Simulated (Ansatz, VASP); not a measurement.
**Two plane-wave programs on CsYIr**

```
Cs Y Ir
1.0
     4.72415    0.00000    0.00000
    -2.36208    4.09124    0.00000
     0.00000    0.00000    4.64445
Cs Y Ir
1 1 1
Cartesian
  0.0000 0.0000 0.0000
  0.0000 2.7275 2.3222
  2.3621 1.3637 2.3222
```

Change from the starting cell: species swapped into the CeCuGe type (P-6m2, No. 187).

Alike in both runs: task single point; functional PBE; k mesh 6 × 6 × 4; occupations gaussian, width 0.1 eV; no spin polarisation.

|  | VASP | Ansatz |
| --- | --- | --- |
| version | VASP 6.6.1 | Ansatz 0.2.0 |
| potentials or method | VASP PAW PBE potentials, release 64 (Cs_sv, Y_sv, Ir), cutoff 520 eV | scalar-relativistic, plane waves, PAW |
| valence electrons in the cell | 29 | 37 |

```tsv
	VASP	Ansatz	Ansatz less VASP
gap on the k mesh at the Fermi level (eV)	none	none	-
pressure (GPa)	3.8	3.6	-0.16
traceless stress, the component that is largest in VASP (GPa)	3.27	3.22	-0.048
```

A gap of «none» marks a metal or a gap that the smearing closes. VASP's potentials hold 29 valence electrons a cell and Ansatz's 37, so a difference there can come from the potentials and not from the codes.

Spin-orbit coupling is off throughout.
